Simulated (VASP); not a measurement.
# Cu in VASP: settings compared

The runs below take Cu through single point, with PBEsol, RPBE, revPBE, BLYP.

All numbers are computed with VASP 6.6.1; they aren't measurements. Logs are shortened: lines on timing, memory, paths and dates and some standing lists are left out, and cuts for length are marked.

### Step 1. The cell of the first run

The cell holds a slab with vacuum, 7 atoms: a = 2.556 Å, b = 2.556 Å, c = 25.845 Å, α = 90.00°, β = 90.00°, γ = 90.00°.

### Step 2. Single point, PBEsol

The input, INCAR:

```
SYSTEM = Cu
PREC = Accurate ; ENCUT = 520
EDIFF = 1E-6 ; ISMEAR = -1
SIGMA = 0.05 ; LREAL = .False.
LASPH = .True. ; NELM = 60
ALGO = Normal ; ISIF = 2
LWAVE = .False. ; LCHARG = .True.
LDIPOL = .True. ; IDIPOL = 3
DIPOL = 0.5 0.5 0.496 ; GGA = PS
LELF = .True. ; LVHAR = .True.
LVACPOTAV = .True. ; NBANDS = 48
```

The input, KPOINTS:

```
regular mesh
0
Gamma
  10 10 1
  0 0 0
```

The input, POSCAR:

```
Cu
1.0
    2.5561910140      0.0000000000      0.0000000000
    0.0000000000      2.5561910140      0.0000000000
    0.0000000000      0.0000000000     25.8450000000
Cu
7
Direct
    0.5000000000      0.5000000000      0.2901915264
    0.0000000000      0.0000000000      0.3601276843
    0.5000000000      0.5000000000      0.4300638421
    0.0000000000      0.0000000000      0.4974901670
    0.5000000000      0.5000000000      0.5650126778
    0.0000000000      0.0000000000      0.6327561063
    0.5000000000      0.5000000000      0.6980708082
```

Potentials or basis: VASP PAW PBE potentials, release 64 (Cu).

Launch:

```bash
cat potpaw_PBE.64/Cu/POTCAR > POTCAR
mpirun -np 1 vasp_std > vasp.out
```

OUTCAR:

```text
SYSTEM = Cu
   PREC = Accurate
   ENCUT = 520
   EDIFF = 1E-6
   ISMEAR = -1
   LREAL = .False.
   LASPH = .True.
   NELM = 60
   ISIF = 2
   GGA = PS

 ion  position               nearest neighbor table
   1  0.500  0.500  0.290-   2 2.56   2 2.56   2 2.56   2 2.56
   2  0.000  0.000  0.360-   3 2.56   3 2.56   3 2.56   3 2.56   1 2.56   1 2.56   1 2.56   1 2.56

   3  0.500  0.500  0.430-   4 2.51   4 2.51   4 2.51   4 2.51   2 2.56   2 2.56   2 2.56   2 2.56

   4  0.000  0.000  0.497-   3 2.51   3 2.51   3 2.51   3 2.51   5 2.51   5 2.51   5 2.51   5 2.51

   5  0.500  0.500  0.565-   4 2.51   4 2.51   4 2.51   4 2.51   6 2.52   6 2.52   6 2.52   6 2.52

   6  0.000  0.000  0.633-   7 2.47   7 2.47   7 2.47   7 2.47   5 2.52   5 2.52   5 2.52   5 2.52

   7  0.500  0.500  0.698-   6 2.47   6 2.47   6 2.47   6 2.47

  LATTYP: Found a simple tetragonal cell.
 ALAT       =     2.5561910140
 C/A-ratio  =    10.1107467550

  Lattice vectors:

 A1 = (   2.5561910140,   0.0000000000,   0.0000000000)
 A2 = (   0.0000000000,   2.5561910140,   0.0000000000)
 A3 = (   0.0000000000,   0.0000000000,  25.8450000000)

Analysis of symmetry for initial positions (statically):
=====================================================================
 Subroutine PRICEL returns:
 Original cell was already a primitive cell.

 Routine SETGRP: Setting up the symmetry group for a
 simple tetragonal supercell.

 Subroutine GETGRP returns: Found  8 space group operations
 (whereof  8 operations were pure point group operations)
 out of a pool of 16 trial point group operations.

The static configuration has the point symmetry C_4v.

Analysis of symmetry for dynamics (positions and initial velocities):
=====================================================================
 Subroutine PRICEL returns:
 Original cell was already a primitive cell.

 Routine SETGRP: Setting up the symmetry group for a
 simple tetragonal supercell.

 Subroutine GETGRP returns: Found  8 space group operations
 (whereof  8 operations were pure point group operations)
 out of a pool of 16 trial point group operations.

The dynamic configuration has the point symmetry C_4v.

 Subroutine INISYM returns: Found  8 space group operations
 (whereof  8 operations are pure point group operations),
 and found     1 'primitive' translations

----------------------------------------------------------------------------------------

                                     Primitive cell

  volume of cell :     168.8741

  direct lattice vectors                    reciprocal lattice vectors
     2.556191014  0.000000000  0.000000000     0.391207071  0.000000000  0.000000000
     0.000000000  2.556191014  0.000000000     0.000000000  0.391207071  0.000000000
     0.000000000  0.000000000 25.845000000     0.000000000  0.000000000  0.038692204

  length of vectors
     2.556191014  2.556191014 25.845000000     0.391207071  0.391207071  0.038692204

  position of ions in fractional coordinates (direct lattice)
     0.500000000  0.500000000  0.290191526
     0.000000000  0.000000000  0.360127684
     0.500000000  0.500000000  0.430063842
     0.000000000  0.000000000  0.497490167
     0.500000000  0.500000000  0.565012678
     0.000000000  0.000000000  0.632756106
     0.500000000  0.500000000  0.698070808

  ion indices of the primitive-cell ions
   primitive index   ion index
                 1           1
                 2           2
                 3           3
                 4           4
                 5           5
                 6           6
                 7           7

----------------------------------------------------------------------------------------

 KPOINTS: regular mesh

Automatic generation of k-mesh.
 Grid dimensions read from file:
 generate k-points for:   10   10    1

 Generating k-lattice:

  Cartesian coordinates                     Fractional coordinates (reciprocal lattice)
     0.039120707  0.000000000  0.000000000     0.100000000  0.000000000  0.000000000
     0.000000000  0.039120707  0.000000000     0.000000000  0.100000000  0.000000000
     0.000000000  0.000000000  0.038692204     0.000000000  0.000000000  1.000000000

  Length of vectors
     0.039120707  0.039120707  0.038692204

  Shift w.r.t. Gamma in fractional coordinates (k-lattice)
     0.000000000  0.000000000  0.000000000

 Subroutine IBZKPT returns following result:
 ===========================================

 Found     21 irreducible k-points:

 Following reciprocal coordinates:
            Coordinates               Weight
  0.000000  0.000000  0.000000      1.000000
  0.100000  0.000000  0.000000      4.000000
  0.200000  0.000000  0.000000      4.000000
  0.300000  0.000000  0.000000      4.000000
  0.400000  0.000000  0.000000      4.000000
  0.500000  0.000000  0.000000      2.000000
[... 13 lines left out ...]
  0.500000  0.400000  0.000000      4.000000
  0.500000  0.500000  0.000000      1.000000
   k-points           NKPTS =     21   k-points in BZ     NKDIM =     21   number of bands    NBANDS=     48
   number of dos      NEDOS =    301   number of ions     NIONS =      7
   total plane-waves  NPLWV =  76800
   dimension x,y,z NGX =    20 NGY =   20 NGZ =  192
   dimension x,y,z NGXF=    40 NGYF=   40 NGZF=  384
   ions per type =               7
   NGX,Y,Z   is equivalent  to a cutoff of  13.01, 13.01, 12.35 a.u.
   NGXF,Y,Z  is equivalent  to a cutoff of  26.01, 26.01, 24.70 a.u.
 SYSTEM =  Cu
   PREC   = accura    normal or accurate (medium, high low for compatibility)
   ISTART =      0    job   : 0-new  1-cont  2-samecut
   ICHARG =      2    charge: 1-file 2-atom 10-const
   ISPIN  =      1    spin polarized calculation?
   LNONCOLLINEAR =      F non collinear calculations
   LSORBIT =      F    spin-orbit coupling
   LASPH  =      T    aspherical Exc in radial PAW
   ENCUT  =  520.0 eV  38.22 Ry    6.18 a.u.   4.75  4.75 48.05*2*pi/ulx,y,z
   NELM   =     60;   NELMIN=  2; NELMDL= -5     # of ELM steps
   EDIFF  = 0.1E-05   stopping-criterion for ELM
   LREAL  =      F    real-space projection
   EDIFFG = 0.1E-04   stopping-criterion for IOM
   NSW    =      0    number of steps for IOM
   IBRION =     -1    ionic relax: 0-MD 1-quasi-New 2-CG
   NFREE  =      0    steps in history (QN), initial steepest desc. (CG)
   ISIF   =      2    stress and relaxation
   ISYM   =      2    0-nonsym 1-usesym 2-fastsym
   POTIM  = 0.5000    time-step for ionic-motion
   TEBEG  =    0.0;   TEEND  =   0.0 temperature during run
   PSTRESS=    0.0 pullay stress
   NELECT =      77.0000    total number of electrons
   NUPDOWN=      -1.0000    fix difference up-down
   EMIN   =  10.00;   EMAX   =-10.00  energy-range for DOS
   EFERMI =   0.00;   METHOD = LEGACY
   ISMEAR =    -1;   SIGMA  =   0.05  broadening in eV -4-tet -1-fermi 0-gaus
   EFERMI_NEDOS =   21; number of points for ismear=-14 and -15
   IALGO  =     38    algorithm
   IMIX   =      4    mixing-type and parameters
     AMIX     =   0.40;   BMIX     =  1.00
     AMIX_MAG =   1.60;   BMIX_MAG =  1.00
  volume/ion in A,a.u.               =      24.12       162.80
  Fermi-wavevector in a.u.,A,eV,Ry     =   1.260039  2.381129 21.601950  1.587699
  Thomas-Fermi vector in A             =   2.393569
   LORBIT       =      0    0 simple, 1 ext, 2 COOP (PROOUT), +10 PAW based schemes
   GGA     = PS    functional components
   LHFCALC =     F    Hartree Fock is set to
   AEXX    =    0.0000 exact exchange contribution
   IVDW    =     0    specifies the selected vdW correction
   LEPSILON=     F    determine dielectric tensor
   LRPA    =     F    only Hartree local field effects (RPA)
 non-spin polarized calculation
  energy-cutoff  :      520.00
  volume of cell :      168.87
 maximum number of plane-waves:      4571
 NGX is ok and might be reduce to    20
   NGX =  9   NGY =  9   NGZ = 97

 dipolmoment           0.000000      0.000000      0.001030 electrons x Angstroem

 number of electron      76.9999896 magnetization

 dipolmoment           0.000000      0.000000     -0.000883 electrons x Angstroem

 Free energy of the ion-electron system (eV)
  ---------------------------------------------------
  ext. energy  EPLUGINS =         0.00000000
  ---------------------------------------------------
  free energy    TOTEN  =       -28.66348832 eV

  energy without entropy =      -28.64339611  energy(sigma->0) =      -28.65344222

 E-fermi :   1.2486     XC(G=0):  -6.9710

 val. band max:        1.2289500625   @ k =   0.2000   0.2000   0.0000
 cond. band min:       1.2531737119   @ k =   0.5000   0.0000   0.0000
 fundamental gap:      0.0242236494
 Fermi energy:         1.2485907344

 k-point     1 :       0.0000    0.0000    0.0000
  band No.  band energies     occupation
      1      -8.0615      2.00000
      2      -7.3425      2.00000
      3      -6.3182      2.00000
      4      -5.0282      2.00000
      5      -3.9804      2.00000
      6      -3.6458      2.00000
[... 40 lines left out ...]
     47       8.4385      0.00000
     48       9.4674      0.00000

 k-point     2 :       0.1000    0.0000    0.0000
  band No.  band energies     occupation
      1      -7.8212      2.00000
      2      -7.1097      2.00000
      3      -6.0995      2.00000
      4      -4.8352      2.00000
      5      -3.8261      2.00000
      6      -3.5202      2.00000
[... 40 lines left out ...]
     47       8.6664      0.00000
     48       9.6360      0.00000

 k-point     3 :       0.2000    0.0000    0.0000
  band No.  band energies     occupation
      1      -7.1196      2.00000
      2      -6.4380      2.00000
      3      -5.4881      2.00000
      4      -4.3425      2.00000
      5      -3.4818      2.00000
      6      -3.2148      2.00000
[... 907 lines left out ...]
     47       9.5089      0.00000
     48       9.5682      0.00000

 k-point    21 :       0.5000    0.5000    0.0000
  band No.  band energies     occupation
      1      -3.6774      2.00000
      2      -3.6166      2.00000
      3      -3.3620      2.00000
      4      -3.2403      2.00000
      5      -3.1907      2.00000
      6      -3.1907      2.00000
[... 40 lines left out ...]
     47       8.7946      0.00000
     48       9.1890      0.00000

------------------------ aborting loop because EDIFF is reached ----------------------------------------

  FORCE on cell =-STRESS in cart. coord.  units (eV):
  Direction    XX          YY          ZZ          XY          YZ          ZX
  --------------------------------------------------------------------------------------
  -------------------------------------------------------------------------------------
  Total       -2.8725127     -2.8725127     -1.0345160      0.0000000     -0.0000000      0.0000000
  in kB      -27.2526913    -27.2526913     -9.8148722      0.0000000     -0.0000000      0.0000000
  external PRESSURE =     -21.4400850 kB  Pullay stress =       0.0000000 kB

 VOLUME and BASIS-vectors are now :
 -----------------------------------------------------------------------------
  energy-cutoff  :      520.00
  volume of cell :      168.87
      direct lattice vectors                 reciprocal lattice vectors
     2.556191014  0.000000000  0.000000000     0.391207071  0.000000000  0.000000000
     0.000000000  2.556191014  0.000000000     0.000000000  0.391207071  0.000000000
     0.000000000  0.000000000 25.845000000     0.000000000  0.000000000  0.038692204

 POSITION                                       TOTAL-FORCE (eV/Angst)
 -----------------------------------------------------------------------------------
      1.27810      1.27810      7.50000        -0.000000      0.000000      0.442879
      0.00000      0.00000      9.30750        -0.000000     -0.000000     -0.222524
      1.27810      1.27810     11.11500        -0.000000     -0.000000     -0.251232
      0.00000      0.00000     12.85763        -0.000000     -0.000000     -0.000625
      1.27810      1.27810     14.60275        -0.000000      0.000000      0.000762
      0.00000      0.00000     16.35358         0.000000     -0.000000     -0.003963
      1.27810      1.27810     18.04164        -0.000000     -0.000000      0.034703
 -----------------------------------------------------------------------------------
    total drift:                               -0.000000      0.000000     -0.000449

  FREE ENERGIE OF THE ION-ELECTRON SYSTEM (eV)
  ---------------------------------------------------
  free  energy   TOTEN  =       -28.6634883208 eV

  energy  without entropy=      -28.6433961133  energy(sigma->0) =      -28.65344222

 vacuum level on the upper side and lower side of the slab         5.915         5.939
```

Run time: 3.1 min. Hardware: 1 thread of AMD EPYC 9R45 (Zen 5), shared host; peak memory 0.3 GiB.

Results:

- Free energy: -28.6635 eV
- Largest force: 0.443 eV/Å

Forces on the atoms (eV/Å):
```
Cu   0.000  0.000  0.443
Cu   0.000  0.000 -0.223
Cu   0.000  0.000 -0.251
Cu   0.000  0.000 -0.001
Cu   0.000  0.000  0.001
Cu   0.000  0.000 -0.004
Cu   0.000  0.000  0.035
```

Levels at points of the mesh, in eV from the Fermi level:
```
           k point  band 37  band 38  band 39  band 40  band 41  band 42
(0.00, 0.00, 0.00)    -1.46    -1.42    -1.42    -1.42    -0.91     0.56
(0.50, 0.00, 0.00)    -0.58    -0.40    -0.30    -0.25    -0.07     0.00
(0.50, 0.50, 0.00)     1.79     2.97     2.97     4.44     4.44     6.22
```

Caveat: the PAW data sets were made with another functional, which shifts forces and pressure a little.

(Part 1 of 2 ends here.)
